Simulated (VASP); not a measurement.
# GaSb (F-43m) in VASP: single point with r2SCAN

Aim: the single point of GaSb with r2SCAN.

Program: VASP 6.6.1. These are calculated values, not measurements. Logs are shortened: lines on timing, memory, paths and dates and some standing lists are left out, and cuts for length are marked.

### 1 The cell of the first run

The structure is cubic, space group F-43m (No. 216). The conventional cell has a = 6.096 Å, b = 6.096 Å, c = 6.096 Å, α = 90.00°, β = 90.00°, γ = 90.00°. Within 3.5 Å of Ga (site symmetry -43m) lie 4 Sb at 2.64 Å. Within 3.5 Å of Sb (site symmetry -43m) lie 4 Ga at 2.64 Å.

### 2 Single point, r2SCAN, non-collinear spin, zero start, spin-orbit coupling

File POSCAR:

```
GaSb
1.0
    0.0000000000      3.0479500000      3.0479500000
    3.0479500000      0.0000000000      3.0479500000
    3.0479500000      3.0479500000      0.0000000000
Ga Sb
1 1
Direct
    0.0000000000      0.0000000000      0.0000000000
    0.2500000000      0.2500000000      0.2500000000
```

File INCAR.step1:

```
ALGO = Normal
EDIFF = 1E-5
ENCUT = 550
GGA = PE
GGA_COMPAT = False
ISMEAR = 0
LASPH = True
LCHARG = False
LREAL = False
LSORBIT = True
LWAVE = True
MAGMOM = 0 0 0 0 0 0
NBANDS = 30
NELM = 200
PREC = Accurate
SIGMA = 0.01
```

File INCAR.step2:

```
ALGO = Normal
EDIFF = 1E-6
ENCUT = 550
GGA_COMPAT = False
ISIF = 2
ISMEAR = 0
ISTART = 1
LASPH = True
LCHARG = False
LMIXTAU = True
LORBIT = 11
LORBMOM = True
LREAL = False
LSORBIT = True
LWAVE = False
MAGMOM = 0 0 0 0 0 0
METAGGA = R2SCAN
NBANDS = 30
NELM = 200
PREC = Accurate
SIGMA = 0.01
```

File KPOINTS:

```
k-points
0
Gamma
  10 10 10
```

Potentials or basis: VASP PAW PBE potentials, release 64 (Ga_d, Sb).

Run with:

```
> cat potpaw_PBE.64/Ga_d/POTCAR potpaw_PBE.64/Sb/POTCAR > POTCAR
> cp INCAR.step1 INCAR
> mpirun -np 1 vasp_ncl > vasp.out
> cp INCAR.step2 INCAR
> mpirun -np 1 vasp_ncl > vasp.out
```

OUTCAR:

```text
EDIFF = 1E-6
   ENCUT = 550
   ISIF = 2
   ISMEAR = 0
   ISTART = 1
   LASPH = True
   LORBIT = 11
   LREAL = False
   LSORBIT = True
   METAGGA = R2SCAN
   NELM = 200
   PREC = Accurate

 ion  position               nearest neighbor table
   1  0.000  0.000  0.000-   2 2.64   2 2.64   2 2.64   2 2.64
   2  0.250  0.250  0.250-   1 2.64   1 2.64   1 2.64   1 2.64

  LATTYP: Found a face centered cubic cell.
 ALAT       =     6.0959000000

  Lattice vectors:

 A1 = (   0.0000000000,   3.0479500000,   3.0479500000)
 A2 = (   3.0479500000,   0.0000000000,   3.0479500000)
 A3 = (   3.0479500000,   3.0479500000,   0.0000000000)

Analysis of symmetry for initial positions (statically):
=====================================================================
 Subroutine PRICEL returns:
 Original cell was already a primitive cell.

 Routine SETGRP: Setting up the symmetry group for a
 face centered cubic supercell.

 Subroutine GETGRP returns: Found 24 space group operations
 (whereof 24 operations were pure point group operations)
 out of a pool of 48 trial point group operations.

The static configuration has the point symmetry T_d .

Analysis of symmetry for dynamics (positions and initial velocities):
=====================================================================
 Subroutine PRICEL returns:
 Original cell was already a primitive cell.

 Routine SETGRP: Setting up the symmetry group for a
 face centered cubic supercell.

 Subroutine GETGRP returns: Found 24 space group operations
 (whereof 24 operations were pure point group operations)
 out of a pool of 48 trial point group operations.

The dynamic configuration has the point symmetry T_d .

Analysis of structural, dynamic, and magnetic symmetry:
=====================================================================
 Subroutine PRICEL returns:
 Original cell was already a primitive cell.

 Routine SETGRP: Setting up the symmetry group for a
 face centered cubic supercell.

 Subroutine GETGRP returns: Found 24 space group operations
 (whereof 24 operations were pure point group operations)
 out of a pool of 48 trial point group operations.

The overall configuration has the point symmetry T_d .

 Subroutine INISYM returns: Found 24 space group operations
 (whereof 24 operations are pure point group operations),
 and found     1 'primitive' translations

----------------------------------------------------------------------------------------

                                     Primitive cell

  volume of cell :      56.6309

  direct lattice vectors                    reciprocal lattice vectors
     0.000000000  3.047950000  3.047950000    -0.164044686  0.164044686  0.164044686
     3.047950000  0.000000000  3.047950000     0.164044686 -0.164044686  0.164044686
     3.047950000  3.047950000  0.000000000     0.164044686  0.164044686 -0.164044686

  length of vectors
     4.310452227  4.310452227  4.310452227     0.284133730  0.284133730  0.284133730

  position of ions in fractional coordinates (direct lattice)
     0.000000000  0.000000000  0.000000000
     0.250000000  0.250000000  0.250000000

  ion indices of the primitive-cell ions
   primitive index   ion index
                 1           1
                 2           2

----------------------------------------------------------------------------------------

 KPOINTS: k-points

Automatic generation of k-mesh.
 Grid dimensions read from file:
 generate k-points for:   10   10   10

 Generating k-lattice:

  Cartesian coordinates                     Fractional coordinates (reciprocal lattice)
    -0.016404469  0.016404469  0.016404469     0.100000000  0.000000000  0.000000000
     0.016404469 -0.016404469  0.016404469     0.000000000  0.100000000  0.000000000
     0.016404469  0.016404469 -0.016404469     0.000000000  0.000000000  0.100000000

  Length of vectors
     0.028413373  0.028413373  0.028413373

  Shift w.r.t. Gamma in fractional coordinates (k-lattice)
     0.000000000  0.000000000  0.000000000

 Subroutine IBZKPT returns following result:
 ===========================================

 Found     73 irreducible k-points:

 Following reciprocal coordinates:
            Coordinates               Weight
  0.000000  0.000000  0.000000      1.000000
  0.100000  0.000000  0.000000      4.000000
 -0.100000  0.000000  0.000000      4.000000
  0.200000  0.000000  0.000000      4.000000
 -0.200000  0.000000  0.000000      4.000000
  0.300000  0.000000  0.000000      4.000000
[... 16 lines left out ...]
  0.300000 -0.100000  0.000000     12.000000
 -0.200000  0.100000  0.000000     12.000000
 [... further k-points ...]
[... 31 lines left out ...]
   EMIN   =  10.00;   EMAX   =-10.00  energy-range for DOS
   EFERMI =   0.00;   METHOD = LEGACY
   ISMEAR =     0;   SIGMA  =   0.01  broadening in eV -4-tet -1-fermi 0-gaus
   EFERMI_NEDOS =   21; number of points for ismear=-14 and -15
   IALGO  =     38    algorithm
   IMIX   =      4    mixing-type and parameters
     AMIX     =   0.40;   BMIX     =  1.00
     AMIX_MAG =   1.60;   BMIX_MAG =  1.00
  volume/ion in A,a.u.               =      28.32       191.08
  Fermi-wavevector in a.u.,A,eV,Ry     =   1.117243  2.111284 16.983241  1.248233
  Thomas-Fermi vector in A             =   2.253865
   LORBIT       =     11    0 simple, 1 ext, 2 COOP (PROOUT), +10 PAW based schemes
   METAGGA = R2SCAN    functional components
   LHFCALC =     F    Hartree Fock is set to
   AEXX    =    0.0000 exact exchange contribution
   IVDW    =     0    specifies the selected vdW correction
   LEPSILON=     F    determine dielectric tensor
   LRPA    =     F    only Hartree local field effects (RPA)
 Gauss-broadening in eV      SIGMA  =   0.01
  energy-cutoff  :      550.00
  volume of cell :       56.63
 maximum number of plane-waves:      3352
 NGX is ok and might be reduce to    36
   NGX = 17   NGY = 17   NGZ = 17

 number of electron      18.0000007 magnetization       0.0000000      0.0000000     -0.0000000

 number of electron      18.0000007 magnetization       0.0000000     -0.0000000     -0.0000000

 number of electron      18.0000007 magnetization      -0.0000000     -0.0000000     -0.0000000

 number of electron      18.0000007 magnetization       0.0000000      0.0000000      0.0000000

 Free energy of the ion-electron system (eV)
  ---------------------------------------------------
  ext. energy  EPLUGINS =         0.00000000
  ---------------------------------------------------
  free energy    TOTEN  =       -37.66399374 eV

  energy without entropy =      -37.66399374  energy(sigma->0) =      -37.66399374

 E-fermi :   5.1074     XC(G=0):  -9.7713

 val. band max:        5.0204831467   @ k =   0.0000   0.0000   0.0000
 cond. band min:       5.3328238612   @ k =   0.0000   0.0000   0.0000
 fundamental gap:      0.3123407145
 Fermi energy:         5.1073738642

 k-point     1 :       0.0000    0.0000    0.0000
  band No.  band energies     occupation
      1     -10.9753      1.00000
      2     -10.9753      1.00000
      3     -10.9753      1.00000
      4     -10.9753      1.00000
      5     -10.5391      1.00000
      6     -10.5391      1.00000
[... 781 lines left out ...]
     29      12.9796      0.00000
     30      12.9916      0.00000

 [... further k-points ...]

------------------------ aborting loop because EDIFF is reached ----------------------------------------

  FORCE on cell =-STRESS in cart. coord.  units (eV):
  Direction    XX          YY          ZZ          XY          YZ          ZX
  --------------------------------------------------------------------------------------
  -------------------------------------------------------------------------------------
  Total        0.3938170      0.3938170      0.3938170      0.0000000      0.0000000      0.0000000
  in kB       11.1417018     11.1417018     11.1417018      0.0000000      0.0000000      0.0000000
  external PRESSURE =      11.1417018 kB  Pullay stress =       0.0000000 kB

 VOLUME and BASIS-vectors are now :
 -----------------------------------------------------------------------------
  energy-cutoff  :      550.00
  volume of cell :       56.63
      direct lattice vectors                 reciprocal lattice vectors
     0.000000000  3.047950000  3.047950000    -0.164044686  0.164044686  0.164044686
     3.047950000  0.000000000  3.047950000     0.164044686 -0.164044686  0.164044686
     3.047950000  3.047950000  0.000000000     0.164044686  0.164044686 -0.164044686

 POSITION                                       TOTAL-FORCE (eV/Angst)
 -----------------------------------------------------------------------------------
      0.00000      0.00000      0.00000        -0.000000     -0.000000     -0.000000
      1.52398      1.52398      1.52398         0.000000      0.000000      0.000000
 -----------------------------------------------------------------------------------
    total drift:                               -0.000000     -0.000000     -0.000000

  FREE ENERGIE OF THE ION-ELECTRON SYSTEM (eV)
  ---------------------------------------------------
  free  energy   TOTEN  =       -37.6639937352 eV

  energy  without entropy=      -37.6639937352  energy(sigma->0) =      -37.66399374

 orbital moment (x)

 # of ion     p       d       tot
 ----------------------------------------
  1        -0.000   0.000  -0.000
  2        -0.000  -0.000  -0.000
 ----------------------------------------
           -0.000   0.000  -0.000

 orbital moment (y)

 # of ion     p       d       tot
 ----------------------------------------
  1        -0.000   0.000   0.000
  2        -0.000  -0.000  -0.000
 ----------------------------------------
           -0.000  -0.000  -0.000

 orbital moment (z)

 # of ion     p       d       tot
 ----------------------------------------
  1         0.000   0.000   0.000
  2         0.000  -0.000  -0.000
 ----------------------------------------
            0.000   0.000   0.000

 Spin-Orbit-Coupling matrix elements

 Ion:    1  E_soc:     -0.0121503
 l=   1
     0.0000000    -0.0012332    -0.0012332
    -0.0012332     0.0000000    -0.0012332
    -0.0012332    -0.0012332     0.0000000
 l=   2
     0.0000000    -0.0001507     0.0000000    -0.0001507    -0.0006411
    -0.0001507     0.0000000    -0.0004808    -0.0001507    -0.0001603
     0.0000000    -0.0004808     0.0000000    -0.0004808     0.0000000
    -0.0001507    -0.0001507    -0.0004808     0.0000000    -0.0001603
    -0.0006411    -0.0001603     0.0000000    -0.0001603     0.0000000
 l=   3
     0.0000000     0.0000000     0.0000000     0.0000000     0.0000000     0.0000000     0.0000000
     0.0000000     0.0000000     0.0000000     0.0000000     0.0000000     0.0000000     0.0000000
     0.0000000     0.0000000     0.0000000     0.0000000     0.0000000     0.0000000     0.0000000
     0.0000000     0.0000000     0.0000000     0.0000000     0.0000000     0.0000000     0.0000000
     0.0000000     0.0000000     0.0000000     0.0000000     0.0000000     0.0000000     0.0000000
     0.0000000     0.0000000     0.0000000     0.0000000     0.0000000     0.0000000     0.0000000
     0.0000000     0.0000000     0.0000000     0.0000000     0.0000000     0.0000000     0.0000000

 Ion:    2  E_soc:     -0.1148144
 l=   1
     0.0000000    -0.0189869    -0.0189869
    -0.0189869     0.0000000    -0.0189869
    -0.0189869    -0.0189869     0.0000000
 l=   2
     0.0000000    -0.0000588     0.0000000    -0.0000588    -0.0000901
    -0.0000588     0.0000000    -0.0000676    -0.0000588    -0.0000225
     0.0000000    -0.0000676     0.0000000    -0.0000676     0.0000000
    -0.0000588    -0.0000588    -0.0000676     0.0000000    -0.0000225
    -0.0000901    -0.0000225     0.0000000    -0.0000225     0.0000000
 l=   3
     0.0000000     0.0000000     0.0000000     0.0000000     0.0000000     0.0000000     0.0000000
     0.0000000     0.0000000     0.0000000     0.0000000     0.0000000     0.0000000     0.0000000
     0.0000000     0.0000000     0.0000000     0.0000000     0.0000000     0.0000000     0.0000000
     0.0000000     0.0000000     0.0000000     0.0000000     0.0000000     0.0000000     0.0000000
     0.0000000     0.0000000     0.0000000     0.0000000     0.0000000     0.0000000     0.0000000
     0.0000000     0.0000000     0.0000000     0.0000000     0.0000000     0.0000000     0.0000000
     0.0000000     0.0000000     0.0000000     0.0000000     0.0000000     0.0000000     0.0000000

 total charge

# of ion       s       p       d       tot
------------------------------------------
    1        0.875   0.779   9.966  11.620
    2        1.104   1.367   0.030   2.500
--------------------------------------------------
tot          1.979   2.146   9.996  14.120

 magnetization (x)

# of ion       s       p       d       tot
------------------------------------------
    1        0.000   0.000   0.000   0.000
    2        0.000   0.000   0.000   0.000
--------------------------------------------------
tot          0.000   0.000   0.000   0.000

 magnetization (y)

# of ion       s       p       d       tot
------------------------------------------
    1        0.000   0.000   0.000   0.000
    2        0.000   0.000   0.000   0.000
--------------------------------------------------
tot          0.000   0.000   0.000   0.000

 magnetization (z)

# of ion       s       p       d       tot
------------------------------------------
    1        0.000   0.000  -0.000   0.000
    2        0.000  -0.000  -0.000  -0.000
--------------------------------------------------
tot          0.000  -0.000  -0.000  -0.000
```

Run time: 14 min. Hardware: 1 thread of Intel Xeon 6975P-C (Granite Rapids), shared host; peak memory 0.58 GiB.

What came out:

```yaml
Free_energy: -37.6640 eV
Pressure: 1.1 GPa
Net_moment: 0.00 μB per cell
Valence_electrons_inside_the_program's_atomic_spheres: Ga 11.62; Sb 2.50
```

Moments on the atoms (μB; x, y, z):
```
Ga  0.00 0.00 0.00
Sb  0.00 0.00 0.00
```

Caveat: the PAW data sets were made with another functional, which shifts forces and pressure a little.
